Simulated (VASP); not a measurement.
# ZnCu (Pm-3m) in VASP: a series of runs

The runs below take ZnCu through single point, with PBEsol.

All numbers are computed with VASP 6.6.1; they aren't measurements. Logs are shortened: lines on timing, memory, paths and dates and some standing lists are left out, and cuts for length are marked.

### Step 1. The cell of the first run

It takes space group Pm-3m (No. 221, cubic). The conventional cell has a = 2.905 Å, b = 2.905 Å, c = 2.905 Å, α = 90.00°, β = 90.00°, γ = 90.00°. Within 3.3 Å of Zn (site symmetry m-3m) lie 8 Cu at 2.52 Å and 6 Zn at 2.91 Å. Within 3.3 Å of Cu (site symmetry m-3m) lie 8 Zn at 2.52 Å and 6 Cu at 2.91 Å.

### Step 2. Single point, PBEsol (volume scaled by 0.96)

INCAR reads:

```
  ALGO = Normal
  EDIFF = 1E-7
  ENCUT = 520
  GGA = PS
  ISIF = 2
  ISMEAR = -1
  LASPH = True
  LCHARG = False
  LREAL = False
  LWAVE = False
  NBANDS = 18
  NELM = 60
  PREC = Accurate
  SIGMA = 0.05
```

KPOINTS reads:

```
k-points
0
Gamma
  9 9 9
```

POSCAR reads:

```
ZnCu
1.0
    2.9051978236      0.0000000000      0.0000000000
    0.0000000000      2.9051978236      0.0000000000
    0.0000000000      0.0000000000      2.9051978236
Zn Cu
1 1
Direct
    0.5000000000      0.5000000000      0.5000000000
    0.0000000000      0.0000000000      0.0000000000
```

Potentials or basis: VASP PAW PBE potentials, release 64 (Zn, Cu).

Run with:

```bash
$ cat potpaw_PBE.64/Zn/POTCAR potpaw_PBE.64/Cu/POTCAR > POTCAR
$ mpirun -np 1 vasp_std > vasp.out
```

OUTCAR:

```text
EDIFF = 1E-7
   ENCUT = 520
   GGA = PS
   ISIF = 2
   ISMEAR = -1
   LASPH = True
   LREAL = False
   NELM = 60
   PREC = Accurate

 ion  position               nearest neighbor table
   1  0.500  0.500  0.500-   2 2.52   2 2.52   2 2.52   2 2.52   2 2.52   2 2.52   2 2.52   2 2.52

   2  0.000  0.000  0.000-   1 2.52   1 2.52   1 2.52   1 2.52   1 2.52   1 2.52   1 2.52   1 2.52

  LATTYP: Found a simple cubic cell.
 ALAT       =     2.9051978236

  Lattice vectors:

 A1 = (   2.9051978236,   0.0000000000,   0.0000000000)
 A2 = (   0.0000000000,   2.9051978236,   0.0000000000)
 A3 = (   0.0000000000,   0.0000000000,   2.9051978236)

Analysis of symmetry for initial positions (statically):
=====================================================================
 Subroutine PRICEL returns:
 Original cell was already a primitive cell.

 Routine SETGRP: Setting up the symmetry group for a
 simple cubic supercell.

 Subroutine GETGRP returns: Found 48 space group operations
 (whereof 48 operations were pure point group operations)
 out of a pool of 48 trial point group operations.

The static configuration has the point symmetry O_h .

Analysis of symmetry for dynamics (positions and initial velocities):
=====================================================================
 Subroutine PRICEL returns:
 Original cell was already a primitive cell.

 Routine SETGRP: Setting up the symmetry group for a
 simple cubic supercell.

 Subroutine GETGRP returns: Found 48 space group operations
 (whereof 48 operations were pure point group operations)
 out of a pool of 48 trial point group operations.

The dynamic configuration has the point symmetry O_h .

 Subroutine INISYM returns: Found 48 space group operations
 (whereof 48 operations are pure point group operations),
 and found     1 'primitive' translations

----------------------------------------------------------------------------------------

                                     Primitive cell

  volume of cell :      24.5204

  direct lattice vectors                    reciprocal lattice vectors
     2.905197824  0.000000000  0.000000000     0.344210639  0.000000000  0.000000000
     0.000000000  2.905197824  0.000000000     0.000000000  0.344210639  0.000000000
     0.000000000  0.000000000  2.905197824     0.000000000  0.000000000  0.344210639

  length of vectors
     2.905197824  2.905197824  2.905197824     0.344210639  0.344210639  0.344210639

  position of ions in fractional coordinates (direct lattice)
     0.500000000  0.500000000  0.500000000
     0.000000000  0.000000000  0.000000000

  ion indices of the primitive-cell ions
   primitive index   ion index
                 1           1
                 2           2

----------------------------------------------------------------------------------------

 KPOINTS: k-points

Automatic generation of k-mesh.
 Grid dimensions read from file:
 generate k-points for:    9    9    9

 Generating k-lattice:

  Cartesian coordinates                     Fractional coordinates (reciprocal lattice)
     0.038245627  0.000000000  0.000000000     0.111111111  0.000000000  0.000000000
     0.000000000  0.038245627  0.000000000     0.000000000  0.111111111  0.000000000
     0.000000000  0.000000000  0.038245627     0.000000000  0.000000000  0.111111111

  Length of vectors
     0.038245627  0.038245627  0.038245627

  Shift w.r.t. Gamma in fractional coordinates (k-lattice)
     0.000000000  0.000000000  0.000000000

 Subroutine IBZKPT returns following result:
 ===========================================

 Found     35 irreducible k-points:

 Following reciprocal coordinates:
            Coordinates               Weight
  0.000000  0.000000  0.000000      1.000000
  0.111111  0.000000  0.000000      6.000000
  0.222222  0.000000  0.000000      6.000000
  0.333333  0.000000  0.000000      6.000000
  0.444444  0.000000  0.000000      6.000000
  0.111111  0.111111  0.000000     12.000000
[... 16 lines left out ...]
  0.333333  0.333333  0.111111     24.000000
  0.444444  0.333333  0.111111     48.000000
 [... further k-points ...]
   k-points           NKPTS =     35   k-points in BZ     NKDIM =     35   number of bands    NBANDS=     18
   number of dos      NEDOS =    301   number of ions     NIONS =      2
   total plane-waves  NPLWV =  13824
   dimension x,y,z NGX =    24 NGY =   24 NGZ =   24
   dimension x,y,z NGXF=    48 NGYF=   48 NGZF=   48
   ions per type =               1   1
   NGX,Y,Z   is equivalent  to a cutoff of  13.73, 13.73, 13.73 a.u.
   NGXF,Y,Z  is equivalent  to a cutoff of  27.47, 27.47, 27.47 a.u.
 SYSTEM =  unknown system
   PREC   = accura    normal or accurate (medium, high low for compatibility)
   ISTART =      0    job   : 0-new  1-cont  2-samecut
   ICHARG =      2    charge: 1-file 2-atom 10-const
   ISPIN  =      1    spin polarized calculation?
   LNONCOLLINEAR =      F non collinear calculations
   LSORBIT =      F    spin-orbit coupling
   LASPH  =      T    aspherical Exc in radial PAW
   ENCUT  =  520.0 eV  38.22 Ry    6.18 a.u.   5.40  5.40  5.40*2*pi/ulx,y,z
   NELM   =     60;   NELMIN=  2; NELMDL= -5     # of ELM steps
   EDIFF  = 0.1E-06   stopping-criterion for ELM
   LREAL  =      F    real-space projection
   EDIFFG = 0.1E-05   stopping-criterion for IOM
   NSW    =      0    number of steps for IOM
   IBRION =     -1    ionic relax: 0-MD 1-quasi-New 2-CG
   NFREE  =      0    steps in history (QN), initial steepest desc. (CG)
   ISIF   =      2    stress and relaxation
   ISYM   =      2    0-nonsym 1-usesym 2-fastsym
   POTIM  = 0.5000    time-step for ionic-motion
   TEBEG  =    0.0;   TEEND  =   0.0 temperature during run
   PSTRESS=    0.0 pullay stress
   NELECT =      23.0000    total number of electrons
   NUPDOWN=      -1.0000    fix difference up-down
   EMIN   =  10.00;   EMAX   =-10.00  energy-range for DOS
   EFERMI =   0.00;   METHOD = LEGACY
   ISMEAR =    -1;   SIGMA  =   0.05  broadening in eV -4-tet -1-fermi 0-gaus
   EFERMI_NEDOS =   21; number of points for ismear=-14 and -15
   IALGO  =     38    algorithm
   IMIX   =      4    mixing-type and parameters
     AMIX     =   0.40;   BMIX     =  1.00
     AMIX_MAG =   1.60;   BMIX_MAG =  1.00
  volume/ion in A,a.u.               =      12.26        82.74
  Fermi-wavevector in a.u.,A,eV,Ry     =   1.602538  3.028358 34.941513  2.568129
  Thomas-Fermi vector in A             =   2.699343
   LORBIT       =      0    0 simple, 1 ext, 2 COOP (PROOUT), +10 PAW based schemes
   GGA     = PS    functional components
   LHFCALC =     F    Hartree Fock is set to
   AEXX    =    0.0000 exact exchange contribution
   IVDW    =     0    specifies the selected vdW correction
   LEPSILON=     F    determine dielectric tensor
   LRPA    =     F    only Hartree local field effects (RPA)
 non-spin polarized calculation
  energy-cutoff  :      520.00
  volume of cell :       24.52
 maximum number of plane-waves:       691
 NGX is ok and might be reduce to    24
   NGX = 11   NGY = 11   NGZ = 11

 number of electron      22.9999983 magnetization

 Free energy of the ion-electron system (eV)
  ---------------------------------------------------
  ext. energy  EPLUGINS =         0.00000000
  ---------------------------------------------------
  free energy    TOTEN  =        -6.08101244 eV

  energy without entropy =       -6.07702817  energy(sigma->0) =       -6.07902031

 E-fermi :   5.8125     XC(G=0): -12.7972

 val. band max:        5.7135435022   @ k =   0.3333   0.3333   0.0000
 cond. band min:       5.9173521700   @ k =   0.4444   0.4444   0.2222
 fundamental gap:      0.2038086678
 Fermi energy:         5.8125111296

 k-point     1 :       0.0000    0.0000    0.0000
  band No.  band energies     occupation
      1      -4.9282      2.00000
      2      -2.2028      2.00000
      3      -2.2028      2.00000
      4      -1.4338      2.00000
      5      -1.4338      2.00000
      6      -1.4338      2.00000
[... 10 lines left out ...]
     17      18.6772      0.00000
     18      29.6056      0.00000

 k-point     2 :       0.1111    0.0000    0.0000
  band No.  band energies     occupation
      1      -4.6988      2.00000
      2      -2.1735      2.00000
      3      -2.1513      2.00000
      4      -1.4544      2.00000
      5      -1.4544      2.00000
      6      -1.4227      2.00000
[... 10 lines left out ...]
     17      20.2247      0.00000
     18      27.5788      0.00000

 k-point     3 :       0.2222    0.0000    0.0000
  band No.  band energies     occupation
      1      -4.0315      2.00000
      2      -2.0979      2.00000
      3      -2.0060      2.00000
      4      -1.5063      2.00000
      5      -1.5063      2.00000
      6      -1.3943      2.00000
[... 10 lines left out ...]
     17      24.2102      0.00000
     18      24.9057      0.00000

 k-point     4 :       0.3333    0.0000    0.0000
  band No.  band energies     occupation
      1      -3.0478      2.00000
      2      -2.0089      2.00000
      3      -1.7378      2.00000
      4      -1.5649      2.00000
      5      -1.5649      2.00000
      6      -1.3616      2.00000
[... 10 lines left out ...]
     17      21.9803      0.00000
     18      21.9803      0.00000

 k-point     5 :       0.4444    0.0000    0.0000
  band No.  band energies     occupation
      1      -2.3363      2.00000
      2      -1.9490      2.00000
      3      -1.6028      2.00000
      4      -1.6028      2.00000
      5      -1.3400      2.00000
      6      -0.9780      2.00000
[... 10 lines left out ...]
     17      19.3550      0.00000
     18      20.1432      0.00000

 k-point     6 :       0.1111    0.1111    0.0000
  band No.  band energies     occupation
      1      -4.4727      2.00000
      2      -2.1369      2.00000
      3      -2.1095      2.00000
      4      -1.4758      2.00000
      5      -1.4663      2.00000
      6      -1.4263      2.00000
[... 307 lines left out ...]
 k-point    21 :       0.3333    0.2222    0.1111
  band No.  band energies     occupation
      1      -2.3953      2.00000
      2      -1.9361      2.00000
      3      -1.7208      2.00000
      4      -1.6518      2.00000
      5      -1.5496      2.00000
      6      -1.0917      2.00000
[... 10 lines left out ...]
     17      21.8134      0.00000
     18      23.1234      0.00000

 k-point    22 :       0.4444    0.2222    0.1111
  band No.  band energies     occupation
      1      -2.1140      2.00000
      2      -1.9611      2.00000
      3      -1.7154      2.00000
      4      -1.6746      2.00000
      5      -1.5510      2.00000
      6       0.0201      2.00000
[... 10 lines left out ...]
     17      22.6554      0.00000
     18      23.6495      0.00000

 k-point    23 :       0.3333    0.3333    0.1111
  band No.  band energies     occupation
      1      -2.2600      2.00000
      2      -1.9738      2.00000
      3      -1.6952      2.00000
      4      -1.6477      2.00000
      5      -1.4561      2.00000
      6      -0.4197      2.00000
[... 10 lines left out ...]
     17      20.5715      0.00000
     18      22.3650      0.00000

 k-point    24 :       0.4444    0.3333    0.1111
  band No.  band energies     occupation
      1      -2.2675      2.00000
      2      -1.9727      2.00000
      3      -1.7416      2.00000
      4      -1.6788      2.00000
      5      -1.3431      2.00000
      6       0.5361      2.00000
[... 10 lines left out ...]
     17      21.4350      0.00000
     18      22.5856      0.00000

 [... further k-points ...]
[... 5 lines left out ...]
  --------------------------------------------------------------------------------------
  -------------------------------------------------------------------------------------
  Total        0.2143242      0.2143242      0.2143242     -0.0000000     -0.0000000      0.0000000
  in kB       14.0040830     14.0040830     14.0040830     -0.0000000     -0.0000000      0.0000000
  external PRESSURE =      14.0040830 kB  Pullay stress =       0.0000000 kB

 VOLUME and BASIS-vectors are now :
 -----------------------------------------------------------------------------
  energy-cutoff  :      520.00
  volume of cell :       24.52
      direct lattice vectors                 reciprocal lattice vectors
     2.905197824  0.000000000  0.000000000     0.344210639  0.000000000  0.000000000
     0.000000000  2.905197824  0.000000000     0.000000000  0.344210639  0.000000000
     0.000000000  0.000000000  2.905197824     0.000000000  0.000000000  0.344210639

 POSITION                                       TOTAL-FORCE (eV/Angst)
 -----------------------------------------------------------------------------------
      1.45260      1.45260      1.45260         0.000000      0.000000      0.000000
      0.00000      0.00000      0.00000         0.000000      0.000000      0.000000
 -----------------------------------------------------------------------------------
    total drift:                                0.000000      0.000000     -0.000000

  FREE ENERGIE OF THE ION-ELECTRON SYSTEM (eV)
  ---------------------------------------------------
  free  energy   TOTEN  =        -6.0810124439 eV

  energy  without entropy=       -6.0770281702  energy(sigma->0) =       -6.07902031
```

Run time: 28 s. Hardware: 1 thread of AMD EPYC 7R13, shared host; peak memory 0.11 GiB.

Results:

```
Free energy : -6.0810 eV
Pressure    : 1.4 GPa
```

Levels at points of the mesh, in eV from the Fermi level:
```
           k point  band 7  band 8  band 9  band 10  band 11  band 12  band 13  band 14  band 15  band 16
(0.00, 0.00, 0.00)   -3.74   -3.74   -2.85    -2.85    -2.85     6.29     6.29     6.29    11.47    11.47
```

Caveat: the PAW data sets were made with another functional, which shifts forces and pressure a little.

### Step 3. Single point, PBEsol (volume scaled by 0.98)

INCAR reads:

```
SYSTEM = ZnCu
ALGO = Normal ; EDIFF = 1E-6
ENCUT = 520 ; GGA = PS
ISIF = 2 ; ISMEAR = -1
LASPH = .True. ; LCHARG = .False.
LREAL = .False. ; LWAVE = .False.
NBANDS = 18 ; NELM = 60
PREC = Accurate ; SIGMA = 0.05
```

KPOINTS reads:

```
k-points
0
Gamma
  9 9 9
  0 0 0
```

POSCAR reads:

```
ZnCu
1.0
    2.9252343038      0.0000000000      0.0000000000
    0.0000000000      2.9252343038      0.0000000000
    0.0000000000      0.0000000000      2.9252343038
Zn Cu
1 1
Direct
    0.5000000000      0.5000000000      0.5000000000
    0.0000000000      0.0000000000      0.0000000000
```

Potentials or basis: VASP PAW PBE potentials, release 64 (Zn, Cu).

Run with:

```bash
$ cat potpaw_PBE.64/Zn/POTCAR potpaw_PBE.64/Cu/POTCAR > POTCAR
$ mpirun -np 1 vasp_std > vasp.out
```

It took 28 s on 1 thread of AMD EPYC 7R13, shared host; peak memory 0.11 GiB.

The run converged. Its results:

| Item | Value |
| --- | --- |
| Free energy | -6.0812 eV |
| Pressure | -1.4 GPa |

Levels at points of the mesh, in eV from the Fermi level:
| k point | band 8 | band 9 | band 10 | band 11 | band 12 | band 13 | band 14 | band 15 |
| --- | --- | --- | --- | --- | --- | --- | --- | --- |
| (0.00, 0.00, 0.00) | -3.68 | -2.82 | -2.82 | -2.82 | 6.21 | 6.21 | 6.21 | 11.34 |

Caveat: the PAW data sets were made with another functional, which shifts forces and pressure a little.

[end of part 1 of 2]
